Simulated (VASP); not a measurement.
# Si (Pm-3m) in VASP: further runs

Si is run at these levels: PBE; tasks: single point.

All numbers are computed with VASP 6.6.1; they aren't measurements. Logs are shortened: lines on timing, memory, paths and dates and some standing lists are left out, and cuts for length are marked.

## Step 1: The cell of the first run

It takes space group Pm-3m (No. 221, cubic). Conventional cell: a = 2.008 Å, b = 2.008 Å, c = 2.008 Å, α = 90.00°, β = 90.00°, γ = 90.00°. Within 2.7 Å of Si (site symmetry m-3m) lie 6 Si at 2.01 Å.

## Step 2: Single point, PBE (volume scaled by 0.5)

The input, INCAR:

```
ALGO = Normal ; EDIFF = 1E-6
ENCUT = 520 ; GGA = PE
ISIF = 2 ; ISMEAR = -1
LASPH = T ; LCHARG = F
LREAL = F ; LWAVE = F
NBANDS = 8 ; NELM = 80
PREC = Accurate ; SIGMA = 0.08
```

The input, KPOINTS:

```
k-points
0
Gamma
  15 15 15
```

The input, POSCAR:

```
Si
1.0
    2.0083172543      0.0000000000      0.0000000000
    0.0000000000      2.0083172543      0.0000000000
    0.0000000000      0.0000000000      2.0083172543
Si
1
Direct
    0.0000000000      0.0000000000      0.0000000000
```

Potentials or basis: VASP PAW PBE potentials, release 64 (Si).

Run with:

```
$ cat potpaw_PBE.64/Si/POTCAR > POTCAR
$ mpirun -np 1 vasp_std > vasp.out
```

OUTCAR:

```text
EDIFF = 1E-6
   ENCUT = 520
   GGA = PE
   ISIF = 2
   ISMEAR = -1
   LASPH = T
   LREAL = F
   NELM = 80
   PREC = Accurate

 ion  position               nearest neighbor table
   1  0.000  0.000  0.000-

  LATTYP: Found a simple cubic cell.
 ALAT       =     2.0083172543

  Lattice vectors:

 A1 = (   2.0083172543,   0.0000000000,   0.0000000000)
 A2 = (   0.0000000000,   2.0083172543,   0.0000000000)
 A3 = (   0.0000000000,   0.0000000000,   2.0083172543)

Analysis of symmetry for initial positions (statically):
=====================================================================
 Subroutine PRICEL returns:
 Original cell was already a primitive cell.

 Routine SETGRP: Setting up the symmetry group for a
 simple cubic supercell.

 Subroutine GETGRP returns: Found 48 space group operations
 (whereof 48 operations were pure point group operations)
 out of a pool of 48 trial point group operations.

The static configuration has the point symmetry O_h .

Analysis of symmetry for dynamics (positions and initial velocities):
=====================================================================
 Subroutine PRICEL returns:
 Original cell was already a primitive cell.

 Routine SETGRP: Setting up the symmetry group for a
 simple cubic supercell.

 Subroutine GETGRP returns: Found 48 space group operations
 (whereof 48 operations were pure point group operations)
 out of a pool of 48 trial point group operations.

The dynamic configuration has the point symmetry O_h .

 Subroutine INISYM returns: Found 48 space group operations
 (whereof 48 operations are pure point group operations),
 and found     1 'primitive' translations

----------------------------------------------------------------------------------------

                                     Primitive cell

  volume of cell :       8.1002

  direct lattice vectors                    reciprocal lattice vectors
     2.008317254  0.000000000  0.000000000     0.497929298  0.000000000  0.000000000
     0.000000000  2.008317254  0.000000000     0.000000000  0.497929298  0.000000000
     0.000000000  0.000000000  2.008317254     0.000000000  0.000000000  0.497929298

  length of vectors
     2.008317254  2.008317254  2.008317254     0.497929298  0.497929298  0.497929298

  position of ions in fractional coordinates (direct lattice)
     0.000000000  0.000000000  0.000000000

  ion indices of the primitive-cell ions
   primitive index   ion index
[... 64 lines left out ...]
   PREC   = accura    normal or accurate (medium, high low for compatibility)
   ISTART =      0    job   : 0-new  1-cont  2-samecut
   ICHARG =      2    charge: 1-file 2-atom 10-const
   ISPIN  =      1    spin polarized calculation?
   LNONCOLLINEAR =      F non collinear calculations
   LSORBIT =      F    spin-orbit coupling
   LASPH  =      T    aspherical Exc in radial PAW
   ENCUT  =  520.0 eV  38.22 Ry    6.18 a.u.   3.73  3.73  3.73*2*pi/ulx,y,z
   NELM   =     80;   NELMIN=  2; NELMDL= -5     # of ELM steps
   EDIFF  = 0.1E-05   stopping-criterion for ELM
   LREAL  =      F    real-space projection
   EDIFFG = 0.1E-04   stopping-criterion for IOM
   NSW    =      0    number of steps for IOM
   IBRION =     -1    ionic relax: 0-MD 1-quasi-New 2-CG
   NFREE  =      0    steps in history (QN), initial steepest desc. (CG)
   ISIF   =      2    stress and relaxation
   ISYM   =      2    0-nonsym 1-usesym 2-fastsym
   POTIM  = 0.5000    time-step for ionic-motion
   TEBEG  =    0.0;   TEEND  =   0.0 temperature during run
   PSTRESS=    0.0 pullay stress
   NELECT =       4.0000    total number of electrons
   NUPDOWN=      -1.0000    fix difference up-down
   EMIN   =  10.00;   EMAX   =-10.00  energy-range for DOS
   EFERMI =   0.00;   METHOD = LEGACY
   ISMEAR =    -1;   SIGMA  =   0.08  broadening in eV -4-tet -1-fermi 0-gaus
   EFERMI_NEDOS =   21; number of points for ismear=-14 and -15
   IALGO  =     38    algorithm
   IMIX   =      4    mixing-type and parameters
     AMIX     =   0.40;   BMIX     =  1.00
     AMIX_MAG =   1.60;   BMIX_MAG =  1.00
  volume/ion in A,a.u.               =       8.10        54.66
  Fermi-wavevector in a.u.,A,eV,Ry     =   1.293985  2.445277 22.781550  1.674397
  Thomas-Fermi vector in A             =   2.425596
   LORBIT       =      0    0 simple, 1 ext, 2 COOP (PROOUT), +10 PAW based schemes
   GGA     = PE    functional components
[... 5 lines left out ...]
 non-spin polarized calculation
  energy-cutoff  :      520.00
  volume of cell :        8.10
 maximum number of plane-waves:       228
 NGX is ok and might be reduce to    16
   NGX =  7   NGY =  7   NGZ =  7

 number of electron       4.0000000 magnetization

 Free energy of the ion-electron system (eV)
  ---------------------------------------------------
  ext. energy  EPLUGINS =         0.00000000
  ---------------------------------------------------
  free energy    TOTEN  =        -1.09748669 eV

  energy without entropy =       -1.09188736  energy(sigma->0) =       -1.09468702

 E-fermi :  19.4018     XC(G=0): -13.6444

 val. band max:       19.3812279394   @ k =   0.4667   0.4667   0.4000
 cond. band min:      19.4459789996   @ k =   0.3333   0.3333   0.3333
 fundamental gap:      0.0647510602
 Fermi energy:        19.4018116835

 k-point     1 :       0.0000    0.0000    0.0000
  band No.  band energies     occupation
      1      -1.1287      2.00000
      2      26.8189      0.00000
      3      26.8189      0.00000
      4      33.0523      0.00000
      5      33.0523      0.00000
      6      33.0523      0.00000
      7      46.2907      0.00000
      8      56.3252      0.00000
[... 243 lines left out ...]
 k-point    24 :       0.3333    0.2000    0.0000
  band No.  band energies     occupation
      1       4.1562      2.00000
      2      14.9879      2.00000
      3      23.6804      0.00000
      4      32.7289      0.00000
      5      36.8391      0.00000
      6      41.0260      0.00000
      7      45.3940      0.00000
      8      47.9697      0.00000

 [... further k-points ...]
[... 5 lines left out ...]
  --------------------------------------------------------------------------------------
  -------------------------------------------------------------------------------------
  Total       13.9497986     13.9497986     13.9497986      0.0000000     -0.0000000     -0.0000000
  in kB     2759.1897010   2759.1897010   2759.1897010      0.0000000     -0.0000000     -0.0000000
  external PRESSURE =    2759.1897010 kB  Pullay stress =       0.0000000 kB

 VOLUME and BASIS-vectors are now :
 -----------------------------------------------------------------------------
  energy-cutoff  :      520.00
  volume of cell :        8.10
      direct lattice vectors                 reciprocal lattice vectors
     2.008317254  0.000000000  0.000000000     0.497929298  0.000000000  0.000000000
     0.000000000  2.008317254  0.000000000     0.000000000  0.497929298  0.000000000
     0.000000000  0.000000000  2.008317254     0.000000000  0.000000000  0.497929298

 POSITION                                       TOTAL-FORCE (eV/Angst)
 -----------------------------------------------------------------------------------
      0.00000      0.00000      0.00000         0.000000      0.000000      0.000000
 -----------------------------------------------------------------------------------
    total drift:                               -0.000000     -0.000000     -0.000000

  FREE ENERGIE OF THE ION-ELECTRON SYSTEM (eV)
  ---------------------------------------------------
  free  energy   TOTEN  =        -1.0974866873 eV

  energy  without entropy=       -1.0918873574  energy(sigma->0) =       -1.09468702
```

OSZICAR:

```text
N       E                     dE             d eps       ncg     rms          rms(c)
DAV:   1     0.760598329223E+00    0.76060E+00   -0.21073E+03  2432   0.398E+02
DAV:   2    -0.120235187964E+01   -0.19630E+01   -0.19066E+01  2856   0.314E+01
DAV:   3    -0.120808938443E+01   -0.57375E-02   -0.56840E-02  2120   0.157E+00
DAV:   4    -0.120809345257E+01   -0.40681E-05   -0.40697E-05  3072   0.382E-02
DAV:   5    -0.120809345322E+01   -0.64817E-09   -0.16689E-08  2112   0.415E-04    0.844E+00
DAV:   6    -0.113582688290E+01    0.72267E-01   -0.46797E-03  2600   0.409E-01    0.501E+00
DAV:   7    -0.109755737011E+01    0.38270E-01   -0.76643E-03  2512   0.580E-01    0.264E-01
DAV:   8    -0.109749944654E+01    0.57924E-04   -0.10669E-04  2384   0.621E-02    0.819E-02
DAV:   9    -0.109748691774E+01    0.12529E-04   -0.75408E-06  2528   0.196E-02    0.242E-02
DAV:  10    -0.109748668731E+01    0.23043E-06   -0.56415E-07  1752   0.370E-03
   1 F= -.10974867E+01 E0= -.10946870E+01  d E =-.559933E-02
```

stdout:

```text
POSCAR found type information on POSCAR Si
 POSCAR found :  1 types and       1 ions
 scaLAPACK will be used
 LDA part: xc-table for (Slater+PW92), standard interpolation
 POSCAR, INCAR and KPOINTS ok, starting setup
 FFT: planning ... GRIDC
 FFT: planning ... GRID_SOFT
 FFT: planning ... GRID
 WAVECAR not read
 entering main loop
```

Run time: 2.1 s. Hardware: 1 thread of Intel Xeon Platinum 8559C (Emerald Rapids), shared host; peak memory 0.11 GiB.

What came out:

```
Free energy            : -1.0975 eV
Pressure               : 275.9 GPa
Band gap on the k mesh : zero (band 2 reaches 26.82 eV, above the bottom of band 3 at 17.16 eV)
```

Levels at points of the mesh, in eV from the Fermi level:
```csv
k point,band 1,band 2,band 3,band 4,band 5,band 6,band 7
"(0.00, 0.00, 0.00)",-20.53,7.42,7.42,13.65,13.65,13.65,26.89
```

## Step 3: Single point, PBE (volume scaled by 0.58)

The input, INCAR:

```
SYSTEM = Si
ALGO = Normal
EDIFF = 1E-7
ENCUT = 520
GGA = PE
ISIF = 2
ISMEAR = -1
LASPH = .TRUE.
LCHARG = .FALSE.
LREAL = .FALSE.
LWAVE = .FALSE.
NBANDS = 8
NELM = 100
PREC = Accurate
SIGMA = 0.08
```

The input, KPOINTS:

```
k-points
0
G
  15 15 15
  0 0 0
```

The input, POSCAR:

```
Si
1.0
    2.1101742343      0.0000000000      0.0000000000
    0.0000000000      2.1101742343      0.0000000000
    0.0000000000      0.0000000000      2.1101742343
Si
1
Direct
    0.0000000000      0.0000000000      0.0000000000
```

Potentials or basis: VASP PAW PBE potentials, release 64 (Si).

Run with:

```
$ cat potpaw_PBE.64/Si/POTCAR > POTCAR
$ mpirun -np 1 vasp_std > vasp.out
```

OUTCAR:

```text
SYSTEM = Si
   EDIFF = 1E-7
   ENCUT = 520
   GGA = PE
   ISIF = 2
   ISMEAR = -1
   LASPH = .TRUE.
   LREAL = .FALSE.
   NELM = 100
   PREC = Accurate

 ion  position               nearest neighbor table
   1  0.000  0.000  0.000-

  LATTYP: Found a simple cubic cell.
 ALAT       =     2.1101742343

  Lattice vectors:

 A1 = (   2.1101742343,   0.0000000000,   0.0000000000)
 A2 = (   0.0000000000,   2.1101742343,   0.0000000000)
 A3 = (   0.0000000000,   0.0000000000,   2.1101742343)

Analysis of symmetry for initial positions (statically):
[... 432 lines left out ...]
  band No.  band energies     occupation
      1       2.6048      2.00000
      2      12.5373      2.00000
      3      20.5618      0.00000
      4      29.1457      0.00000
      5      32.3121      0.00000
      6      36.0757      0.00000
      7      40.3461      0.00000
      8      42.8002      0.00000

 [... further k-points ...]
[... 5 lines left out ...]
  --------------------------------------------------------------------------------------
  -------------------------------------------------------------------------------------
  Total        9.6320784      9.6320784      9.6320784      0.0000000      0.0000000      0.0000000
  in kB     1642.3875488   1642.3875488   1642.3875488      0.0000000      0.0000000      0.0000000
  external PRESSURE =    1642.3875488 kB  Pullay stress =       0.0000000 kB

 VOLUME and BASIS-vectors are now :
 -----------------------------------------------------------------------------
  energy-cutoff  :      520.00
  volume of cell :        9.40
      direct lattice vectors                 reciprocal lattice vectors
     2.110174234  0.000000000  0.000000000     0.473894517  0.000000000  0.000000000
     0.000000000  2.110174234  0.000000000     0.000000000  0.473894517  0.000000000
     0.000000000  0.000000000  2.110174234     0.000000000  0.000000000  0.473894517

 POSITION                                       TOTAL-FORCE (eV/Angst)
 -----------------------------------------------------------------------------------
      0.00000      0.00000      0.00000         0.000000      0.000000      0.000000
 -----------------------------------------------------------------------------------
    total drift:                               -0.000000     -0.000000     -0.000000

  FREE ENERGIE OF THE ION-ELECTRON SYSTEM (eV)
  ---------------------------------------------------
  free  energy   TOTEN  =        -2.8363667072 eV

  energy  without entropy=       -2.8306383454  energy(sigma->0) =       -2.83350253
```

stdout:

```text
POSCAR found type information on POSCAR Si
 POSCAR found :  1 types and       1 ions
 scaLAPACK will be used
 LDA part: xc-table for (Slater+PW92), standard interpolation
 POSCAR, INCAR and KPOINTS ok, starting setup
 FFT: planning ... GRIDC
 FFT: planning ... GRID_SOFT
 FFT: planning ... GRID
 WAVECAR not read
 entering main loop
```

Run time: 2.5 s. Hardware: 1 thread of Intel Xeon Platinum 8559C (Emerald Rapids), shared host; peak memory 0.1 GiB.

Results:

| Quantity | Value |
| --- | --- |
| Free energy | -2.8364 eV |
| Pressure | 164.2 GPa |
| Band gap on the k mesh | zero (band 2 reaches 23.99 eV, above the bottom of band 3 at 14.77 eV) |

## Step 4: Single point, PBE (volume scaled by 0.58)

The input, INCAR:

```
ALGO = Normal ; EDIFF = 1E-6
ENCUT = 520 ; GGA = PE
ISIF = 2 ; ISMEAR = -1
LASPH = True ; LCHARG = False
LREAL = False ; LWAVE = False
NBANDS = 8 ; NELM = 60
PREC = Accurate ; SIGMA = 0.08
```

The input, KPOINTS:

```
k-points
0
Gamma
  15 15 15
```

POSCAR is that of step 3.

Run with:

```
$ cat potpaw_PBE.64/Si/POTCAR > POTCAR
$ mpirun -np 1 vasp_std > vasp.out
```

It took 2.2 s on 1 thread of Intel Xeon Platinum 8559C (Emerald Rapids), shared host; peak memory 0.11 GiB.

The run converged. Its results:

| Property | Result |
| --- | --- |
| Free energy | -2.8364 eV |
| Pressure | 164.2 GPa |
| Band gap on the k mesh | zero (band 2 reaches 23.99 eV, above the bottom of band 3 at 14.77 eV) |

Levels at points of the mesh, in eV from the Fermi level:
```
           k point  band 1  band 2  band 3  band 4  band 5  band 6  band 7
(0.00, 0.00, 0.00)  -18.78    7.42    7.42   12.05   12.05   12.05   23.92
```
